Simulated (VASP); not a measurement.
# Hf3Br (P4/mmm) in VASP: notebook

Hf3Br is run at these levels: PBE; tasks: relaxation of cell and atoms, single point.

All numbers are computed with VASP 6.6.1; they aren't measurements. Logs are shortened: lines on timing, memory, paths and dates and some standing lists are left out, and cuts for length are marked.

### 1 The cell of the first run

It takes space group P4/mmm (No. 123, tetragonal). The conventional cell has a = 3.298 Å, b = 3.298 Å, c = 9.299 Å, α = 90.00°, β = 90.00°, γ = 90.00°. Hf (site symmetry 4mm) has 1 Br at 2.63 Å and 8 Hf at 3.09 to 3.30 Å within 3.5 Å. Within 4.1 Å of Hf (site symmetry 4/mmm) lie 12 Hf at 3.09 to 3.30 Å. Br (site symmetry 4/mmm) has 2 Hf at 2.63 Å and 4 Br at 3.30 Å within 3.5 Å.

The cell was built from a structure type or drawn by symmetry, and may not be a known phase.

### 2 Relaxation of cell and atoms, PBE

The input, INCAR:

```
ALGO = Normal
EDIFF = 1E-7
EDIFFG = -0.04
ENCUT = 600
GGA = PE
IBRION = 2
ISIF = 3
ISMEAR = 0
LASPH = T
LCHARG = F
LREAL = F
LWAVE = F
NELM = 60
NSW = 90
PREC = Accurate
SIGMA = 0.1
```

The input, KPOINTS:

```
k-points
0
Gamma
  6 6 2
```

The input, POSCAR:

```
Hf3Br
1.0
    3.2977601000      0.0000000000      0.0000000000
    0.0000000000      3.2977601000      0.0000000000
    0.0000000000      0.0000000000      9.2992786060
Hf Br
3 1
Direct
    0.5000000000      0.5000000000      0.7825379970
    0.5000000000      0.5000000000      0.2174620030
    0.0000000000      0.0000000000      0.0000000000
    0.5000000000      0.5000000000      0.5000000000
```

Potentials or basis: VASP PAW PBE potentials, release 64 (Hf_pv, Br).

Started as:

```
$ cat potpaw_PBE.64/Hf_pv/POTCAR potpaw_PBE.64/Br/POTCAR > POTCAR
$ mpirun -np 1 vasp_std > vasp.out
```

OUTCAR:

```text
EDIFF = 1E-7
   EDIFFG = -0.04
   ENCUT = 600
   GGA = PE
   IBRION = 2
   ISIF = 3
   ISMEAR = 0
   LASPH = T
   LREAL = F
   NELM = 60
   NSW = 90
   PREC = Accurate

 ion  position               nearest neighbor table
   1  0.500  0.500  0.783-   4 2.63   3 3.09   3 3.09   3 3.09   3 3.09
   2  0.500  0.500  0.217-   4 2.63   3 3.09   3 3.09   3 3.09   3 3.09
   3  0.000  0.000  0.000-   1 3.09   2 3.09   1 3.09   2 3.09   1 3.09   2 3.09   1 3.09   2 3.09

   4  0.500  0.500  0.500-   1 2.63   2 2.63

  LATTYP: Found a simple tetragonal cell.
 ALAT       =     3.2977601000
 C/A-ratio  =     2.8198772270

  Lattice vectors:

 A1 = (   3.2977601000,   0.0000000000,   0.0000000000)
 A2 = (   0.0000000000,   3.2977601000,   0.0000000000)
 A3 = (   0.0000000000,   0.0000000000,   9.2992786060)

Analysis of symmetry for initial positions (statically):
=====================================================================
 Subroutine PRICEL returns:
 Original cell was already a primitive cell.

 Routine SETGRP: Setting up the symmetry group for a
 simple tetragonal supercell.

 Subroutine GETGRP returns: Found 16 space group operations
 (whereof 16 operations were pure point group operations)
 out of a pool of 16 trial point group operations.

The static configuration has the point symmetry D_4h.

Analysis of symmetry for dynamics (positions and initial velocities):
=====================================================================
 Subroutine PRICEL returns:
 Original cell was already a primitive cell.

 Routine SETGRP: Setting up the symmetry group for a
 simple tetragonal supercell.

 Subroutine GETGRP returns: Found 16 space group operations
 (whereof 16 operations were pure point group operations)
 out of a pool of 16 trial point group operations.

The dynamic configuration has the point symmetry D_4h.

 Subroutine INISYM returns: Found 16 space group operations
 (whereof 16 operations are pure point group operations),
 and found     1 'primitive' translations

----------------------------------------------------------------------------------------

                                     Primitive cell

  volume of cell :     101.1317

  direct lattice vectors                    reciprocal lattice vectors
     3.297760100  0.000000000  0.000000000     0.303236127  0.000000000  0.000000000
     0.000000000  3.297760100  0.000000000     0.000000000  0.303236127  0.000000000
     0.000000000  0.000000000  9.299278606     0.000000000  0.000000000  0.107535223

  length of vectors
     3.297760100  3.297760100  9.299278606     0.303236127  0.303236127  0.107535223

  position of ions in fractional coordinates (direct lattice)
     0.500000000  0.500000000  0.782537997
     0.500000000  0.500000000  0.217462003
     0.000000000  0.000000000  0.000000000
     0.500000000  0.500000000  0.500000000

  ion indices of the primitive-cell ions
   primitive index   ion index
                 1           1
                 2           2
                 3           3
                 4           4

----------------------------------------------------------------------------------------

 KPOINTS: k-points

Automatic generation of k-mesh.
 Grid dimensions read from file:
 generate k-points for:    6    6    2

 Generating k-lattice:

  Cartesian coordinates                     Fractional coordinates (reciprocal lattice)
     0.050539354  0.000000000  0.000000000     0.166666667  0.000000000  0.000000000
     0.000000000  0.050539354  0.000000000     0.000000000  0.166666667  0.000000000
     0.000000000  0.000000000  0.053767612     0.000000000  0.000000000  0.500000000

  Length of vectors
     0.050539354  0.050539354  0.053767612

  Shift w.r.t. Gamma in fractional coordinates (k-lattice)
     0.000000000  0.000000000  0.000000000

 Subroutine IBZKPT returns following result:
 ===========================================

 Found     20 irreducible k-points:

 Following reciprocal coordinates:
            Coordinates               Weight
  0.000000  0.000000  0.000000      1.000000
  0.166667  0.000000  0.000000      4.000000
  0.333333  0.000000  0.000000      4.000000
  0.500000  0.000000  0.000000      2.000000
  0.166667  0.166667  0.000000      4.000000
  0.333333  0.166667  0.000000      8.000000
[... 12 lines left out ...]
  0.500000  0.333333  0.500000      4.000000
  0.500000  0.500000  0.500000      1.000000
   k-points           NKPTS =     20   k-points in BZ     NKDIM =     20   number of bands    NBANDS=     22
   number of dos      NEDOS =    301   number of ions     NIONS =      4
   total plane-waves  NPLWV =  62720
   dimension x,y,z NGX =    28 NGY =   28 NGZ =   80
   dimension x,y,z NGXF=    56 NGYF=   56 NGZF=  160
   ions per type =               3   1
   NGX,Y,Z   is equivalent  to a cutoff of  14.12, 14.12, 14.30 a.u.
   NGXF,Y,Z  is equivalent  to a cutoff of  28.23, 28.23, 28.60 a.u.
 SYSTEM =  unknown system
   PREC   = accura    normal or accurate (medium, high low for compatibility)
   ISTART =      0    job   : 0-new  1-cont  2-samecut
   ICHARG =      2    charge: 1-file 2-atom 10-const
   ISPIN  =      1    spin polarized calculation?
   LNONCOLLINEAR =      F non collinear calculations
   LSORBIT =      F    spin-orbit coupling
   LASPH  =      T    aspherical Exc in radial PAW
   ENCUT  =  600.0 eV  44.10 Ry    6.64 a.u.   6.59  6.59 18.57*2*pi/ulx,y,z
   NELM   =     60;   NELMIN=  2; NELMDL= -5     # of ELM steps
   EDIFF  = 0.1E-06   stopping-criterion for ELM
   LREAL  =      F    real-space projection
   EDIFFG = -.4E-01   stopping-criterion for IOM
   NSW    =     90    number of steps for IOM
   IBRION =      2    ionic relax: 0-MD 1-quasi-New 2-CG
   NFREE  =      1    steps in history (QN), initial steepest desc. (CG)
   ISIF   =      3    stress and relaxation
   ISYM   =      2    0-nonsym 1-usesym 2-fastsym
   POTIM  = 0.5000    time-step for ionic-motion
   TEBEG  =    0.0;   TEEND  =   0.0 temperature during run
   PSTRESS=    0.0 pullay stress
   NELECT =      37.0000    total number of electrons
   NUPDOWN=      -1.0000    fix difference up-down
   EMIN   =  10.00;   EMAX   =-10.00  energy-range for DOS
   EFERMI =   0.00;   METHOD = LEGACY
   ISMEAR =     0;   SIGMA  =   0.10  broadening in eV -4-tet -1-fermi 0-gaus
   EFERMI_NEDOS =   21; number of points for ismear=-14 and -15
   IALGO  =     38    algorithm
   IMIX   =      4    mixing-type and parameters
     AMIX     =   0.40;   BMIX     =  1.00
     AMIX_MAG =   1.60;   BMIX_MAG =  1.00
  volume/ion in A,a.u.               =      25.28       170.62
  Fermi-wavevector in a.u.,A,eV,Ry     =   1.170882  2.212645 18.653091  1.370964
  Thomas-Fermi vector in A             =   2.307333
   LORBIT       =      0    0 simple, 1 ext, 2 COOP (PROOUT), +10 PAW based schemes
   GGA     = PE    functional components
   LHFCALC =     F    Hartree Fock is set to
   AEXX    =    0.0000 exact exchange contribution
   IVDW    =     0    specifies the selected vdW correction
   LEPSILON=     F    determine dielectric tensor
   LRPA    =     F    only Hartree local field effects (RPA)
 conjugate gradient relaxation of ions
 non-spin polarized calculation
 Gauss-broadening in eV      SIGMA  =   0.10
  energy-cutoff  :      600.00
  volume of cell :      101.13
 maximum number of plane-waves:      3413
 NGX is ok and might be reduce to    28
   NGX = 13   NGY = 13   NGZ = 37

--------------------------------------- Ionic step        1  -------------------------------------------

 number of electron      36.9999998 magnetization

 Free energy of the ion-electron system (eV)
  ---------------------------------------------------
  ext. energy  EPLUGINS =         0.00000000
  ---------------------------------------------------
  free energy    TOTEN  =       -31.94261947 eV

  energy without entropy =      -31.92970760  energy(sigma->0) =      -31.93616354

 E-fermi :   3.9202     XC(G=0): -10.2454

 val. band max:        3.9169761109   @ k =   0.3333   0.0000   0.0000
 cond. band min:       4.0207366976   @ k =   0.5000   0.1667   0.0000
 fundamental gap:      0.1037605867
 Fermi energy:         3.9202158985

 k-point     1 :       0.0000    0.0000    0.0000
  band No.  band energies     occupation
      1     -27.1783      2.00000
      2     -27.1307      2.00000
      3     -26.8239      2.00000
      4     -26.8239      2.00000
      5     -26.7943      2.00000
      6     -26.7943      2.00000
[... 14 lines left out ...]
     21       5.3764      0.00000
     22       6.4111      0.00000
[... 571 lines left out ...]
 POSITION                                       TOTAL-FORCE (eV/Angst)
 -----------------------------------------------------------------------------------
      1.64215      1.64215      7.27170         0.000000      0.000000      0.019571
      1.64215      1.64215      2.01696        -0.000000     -0.000000     -0.019571
      0.00000      0.00000      9.28866         0.000000      0.000000      0.000000
      1.64215      1.64215      4.64433         0.000000      0.000000      0.000000
 -----------------------------------------------------------------------------------
    total drift:                                0.000000      0.000000     -0.000000

  FREE ENERGIE OF THE ION-ELECTRON SYSTEM (eV)
  ---------------------------------------------------
  free  energy   TOTEN  =       -31.9452104386 eV

  energy  without entropy=      -31.9328064190  energy(sigma->0) =      -31.93900843

--------------------------------------- Ionic step        4  -------------------------------------------

 number of electron      37.0000000 magnetization

 Free energy of the ion-electron system (eV)
  ---------------------------------------------------
  ext. energy  EPLUGINS =         0.00000000
  ---------------------------------------------------
  free energy    TOTEN  =       -31.94530727 eV

  energy without entropy =      -31.93271255  energy(sigma->0) =      -31.93900991

 E-fermi :   3.9697     XC(G=0): -10.2819

 val. band max:        3.9668751942   @ k =   0.3333   0.0000   0.0000
 cond. band min:       4.0690611566   @ k =   0.5000   0.1667   0.0000
 fundamental gap:      0.1021859624
 Fermi energy:         3.9696795629

 k-point     1 :       0.0000    0.0000    0.0000
  band No.  band energies     occupation
      1     -27.1127      2.00000
      2     -27.0608      2.00000
      3     -26.7498      2.00000
      4     -26.7498      2.00000
      5     -26.7190      2.00000
      6     -26.7190      2.00000
[... 14 lines left out ...]
     21       5.4276      0.00000
     22       6.4468      0.00000
[... 495 lines left out ...]
 POSITION                                       TOTAL-FORCE (eV/Angst)
 -----------------------------------------------------------------------------------
      1.64147      1.64147      7.28646        -0.000000      0.000000     -0.012235
      1.64147      1.64147      2.01963         0.000000     -0.000000      0.012235
      0.00000      0.00000     -0.00000         0.000000      0.000000     -0.000000
      1.64147      1.64147      4.65305         0.000000      0.000000     -0.000000
 -----------------------------------------------------------------------------------
    total drift:                                0.000000      0.000000     -0.000000

  FREE ENERGIE OF THE ION-ELECTRON SYSTEM (eV)
  ---------------------------------------------------
  free  energy   TOTEN  =       -31.9453072670 eV

  energy  without entropy=      -31.9327125503  energy(sigma->0) =      -31.93900991

 reached required accuracy - stopping structural energy minimisation
```

Run time: 74 s. Hardware: 1 thread of Intel Xeon 6975P-C (Granite Rapids), shared host; peak memory 0.27 GiB.

What came out:

| Quantity | Value |
| --- | --- |
| Free energy | -31.9453 eV |
| Relaxed volume | 25.07 Å³/atom |
| Relaxed cell | a = 3.283 Å, b = 3.283 Å, c = 9.306 Å, α = 90.00°, β = 90.00°, γ = 90.00° |
| Space group after relaxing (to 0.1 Å) | P4/mmm (No. 123) |
| Energy gained by relaxing | 0.7 meV/atom |
| Ionic steps | 4 |
| Pressure after relaxing | 0.0 GPa |
| Largest force after relaxing | 0.012 eV/Å |
| Band gap on the k mesh | zero (an odd number of electrons rules out a gap without spin polarisation) |

Forces on the atoms (eV/Å):
```
Hf   0.000  0.000 -0.012
Hf   0.000  0.000  0.012
Hf   0.000  0.000  0.000
Br   0.000  0.000  0.000
```

Step by step:
```tsv
step	energy change (eV)	largest force (eV/Å)	pressure (GPa)	volume (Å³)
1	0.0000	0.0981	-0.65	101.13
2	-0.0017	0.0285	0.53	99.64
3	-0.0026	0.0196	0.09	100.19
4	-0.0027	0.0122	-0.04	100.30
```

Final structure:
```cif
data_structure
_symmetry_space_group_name_H-M 'P 1'
_symmetry_Int_Tables_number 1
_cell_length_a 3.2829
_cell_length_b 3.2829
_cell_length_c 9.3061
_cell_angle_alpha 90.000
_cell_angle_beta 90.000
_cell_angle_gamma 90.000
_cell_volume 100.30
loop_
_atom_site_label
_atom_site_type_symbol
_atom_site_fract_x
_atom_site_fract_y
_atom_site_fract_z
_atom_site_occupancy
Hf1 Hf 0.50000 0.50000 0.78298 1
Hf2 Hf 0.50000 0.50000 0.21702 1
Hf3 Hf 0.00000 0.00000 0.00000 1
Br1 Br 0.50000 0.50000 0.50000 1
```

Caveat: spin-orbit coupling is left out, which moves the levels of the heavy elements; an odd number of electrons without spin polarisation forces a metal; a magnetic or distorted state may lie lower.

### 3 Single point, PBE

This run uses another cell than the first one, of 25.19 Å³/atom.

The input, INCAR:

```
  PREC = Accurate
  ENCUT = 520
  EDIFF = 1E-6
  ISMEAR = 0
  SIGMA = 0.1
  LREAL = F
  LASPH = T
  NELM = 100
  ALGO = Normal
  ISIF = 2
  LWAVE = F
  LCHARG = F
  GGA = PE
  NBANDS = 26
```

The input, KPOINTS:

```
Automatic mesh
0
Gamma
  14 14 6
```

The input, POSCAR:

```
Hf3Br
1.0
    3.2858640417      0.0000000000      0.0000000000
    0.0000000000      3.2858640417      0.0000000000
    0.0000000000      0.0000000000      9.3338043193
Hf Br
3 1
Direct
    0.5000000000      0.5000000000      0.7823599560
    0.5000000000      0.5000000000      0.2176400440
    0.0000000000      0.0000000000      0.0000000000
    0.5000000000      0.5000000000      0.5000000000
```

Potentials or basis: VASP PAW PBE potentials, release 64 (Hf_pv, Br).

Started as:

```
$ cat potpaw_PBE.64/Hf_pv/POTCAR potpaw_PBE.64/Br/POTCAR > POTCAR
$ mpirun -np 1 vasp_std > vasp.out
```

It took 96 s on 1 thread of Intel Xeon 6975P-C (Granite Rapids), shared host; peak memory 0.44 GiB.

The run converged. Its results:

| Property | Result |
| --- | --- |
| Free energy | -31.9329 eV |
| Pressure | -0.3 GPa |
| Largest force | 0.007 eV/Å |
| Band gap on the k mesh | zero (an odd number of electrons rules out a gap without spin polarisation) |

Forces on the atoms (eV/Å):
```
Hf   0.000  0.000  0.007
Hf   0.000  0.000 -0.007
Hf   0.000  0.000  0.000
Br   0.000  0.000  0.000
```

Stress tensor (GPa, compression positive):
```
-0.29  0.00  0.00
 0.00 -0.29  0.00
 0.00  0.00 -0.47
```

Levels at points of the mesh, in eV from the Fermi level:
| k point | band 14 | band 15 | band 16 | band 17 | band 18 | band 19 | band 20 | band 21 | band 22 | band 23 |
| --- | --- | --- | --- | --- | --- | --- | --- | --- | --- | --- |
| (0.00, 0.00, 0.00) | -2.90 | -2.15 | -2.15 | -1.89 | -0.62 | 1.41 | 1.46 | 1.46 | 2.46 | 3.02 |
| (0.50, 0.00, 0.00) | -2.49 | -2.31 | -1.71 | -0.46 | 0.00 | 0.43 | 0.75 | 1.06 | 1.13 | 1.81 |
| (0.50, 0.50, 0.00) | -2.54 | -2.50 | -1.44 | -1.44 | -1.33 | 0.18 | 0.18 | 1.87 | 1.87 | 3.84 |
| (0.00, 0.00, 0.50) | -2.87 | -2.15 | -2.15 | -1.88 | -0.65 | 1.44 | 1.68 | 1.68 | 2.09 | 2.50 |
| (0.50, 0.00, 0.50) | -2.80 | -1.83 | -1.69 | -0.45 | 0.26 | 0.52 | 0.96 | 1.05 | 1.29 | 1.56 |
| (0.50, 0.50, 0.50) | -2.47 | -2.03 | -1.40 | -1.25 | -1.25 | -0.29 | -0.29 | 2.73 | 2.73 | 2.86 |

Caveat: spin-orbit coupling is left out, which moves the levels of the heavy elements; an odd number of electrons without spin polarisation forces a metal; a magnetic or distorted state may lie lower.
